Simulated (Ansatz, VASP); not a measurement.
## Two plane-wave programs on SnO2

The input INCAR:

```
PREC = Accurate ; ENCUT = 520
EDIFF = 1E-6 ; ISMEAR = 0
SIGMA = 0.05 ; LREAL = False
LASPH = True ; NELM = 100
ALGO = Normal ; ISIF = 2
LWAVE = False ; LCHARG = False
GGA = PE ; IVDW = 12
NBANDS = 64
```

KPOINTS

```
Automatic mesh
0
Gamma
  6 6 6
```

Contents of POSCAR:

```
SnO2
1.0
    3.2373377712      1.8690778337      4.2908446647
   -3.2373377712      1.8690778337      4.2908446647
    0.0000000000     -3.7381556673      4.2908446647
Sn O
4 8
Direct
    0.8599566339      0.8671900701      0.8671900698
    0.3600057970      0.3671792029      0.8671931667
    0.3600057970      0.8671931670      0.3671792026
    0.8599723245      0.3671903059      0.3671903056
    0.1205245265      0.6214586367      0.6214586544
    0.6205623980      0.1215257943      0.6214800520
    0.6205623980      0.6214800343      0.1215258120
    0.6446161662      0.5902979437      0.5902979285
    0.1205436622      0.1215084892      0.1215085069
    0.1446858254      0.0902231944      0.5902758153
    0.1446858254      0.5902758305      0.0902231792
    0.6446377348      0.0902667820      0.0902667668
```

Input for Ansatz:

```yaml
crystal:
  lattice:
    - [3.2373377712, 1.8690778337, 4.2908446647]
    - [-3.2373377712, 1.8690778337, 4.2908446647]
    - [0.0, -3.7381556673, 4.2908446647]
  atoms:
    - { symbol: Sn, position: [0.8599566339, 0.8671900701, 0.8671900698] }
    - { symbol: Sn, position: [0.360005797, 0.3671792029, 0.8671931667] }
    - { symbol: Sn, position: [0.360005797, 0.867193167, 0.3671792026] }
    - { symbol: Sn, position: [0.8599723245, 0.3671903059, 0.3671903056] }
    - { symbol: O, position: [0.1205245265, 0.6214586367, 0.6214586544] }
    - { symbol: O, position: [0.620562398, 0.1215257943, 0.621480052] }
    - { symbol: O, position: [0.620562398, 0.6214800343, 0.121525812] }
    - { symbol: O, position: [0.6446161662, 0.5902979437, 0.5902979285] }
    - { symbol: O, position: [0.1205436622, 0.1215084892, 0.1215085069] }
    - { symbol: O, position: [0.1446858254, 0.0902231944, 0.5902758153] }
    - { symbol: O, position: [0.1446858254, 0.5902758305, 0.0902231792] }
    - { symbol: O, position: [0.6446377348, 0.090266782, 0.0902667668] }
basis:
  ecutwfc: 520.0
kpoints:
  mp_grid: { grid: [6, 6, 6] }
hamiltonian:
  xc: pbe
  pseudopotentials: { kind: paw, azcp: { folder: soft_1 } }
  dispersion: d3bj
scf:
  occupations: { method: gaussian, width: 0.05 }
output:
  forces: true
  stress: true
  eigenvalues: true
```

Change from the starting cell: mode 20 frozen in at +0.100 Å and mode 26 at -0.103 Å (largest displacements).

Alike in both runs: task single point; functional PBE; dispersion D3(BJ); k mesh 6 × 6 × 6; occupations gaussian, width 0.05 eV; no spin polarisation.

|  | VASP | Ansatz |
| --- | --- | --- |
| version | VASP 6.6.1 | Ansatz 0.2.0 |
| potentials or method | VASP PAW PBE potentials, release 64 (Sn_d, O), cutoff 520 eV | scalar-relativistic, plane waves, PAW |
| valence electrons in the cell | 104 | 104 |

|  | VASP | Ansatz | Ansatz less VASP |
| --- | --- | --- | --- |
| gap on the k mesh at the Fermi level (eV) | 1.49 | 1.51 | +0.026 |
| least direct gap on the mesh (eV) | 1.49 | 1.51 | +0.026 |
| pressure (GPa) | 4.7 | 4.0 | -0.66 |
| traceless stress, the component that is largest in VASP (GPa) | -10.18 | -10.03 | +0.148 |
| rms of the force components (eV/Å) | 1.444 | 1.414 | -0.0296 |

Atom by atom the forces differ by 0.039 eV/Å (rms over components).
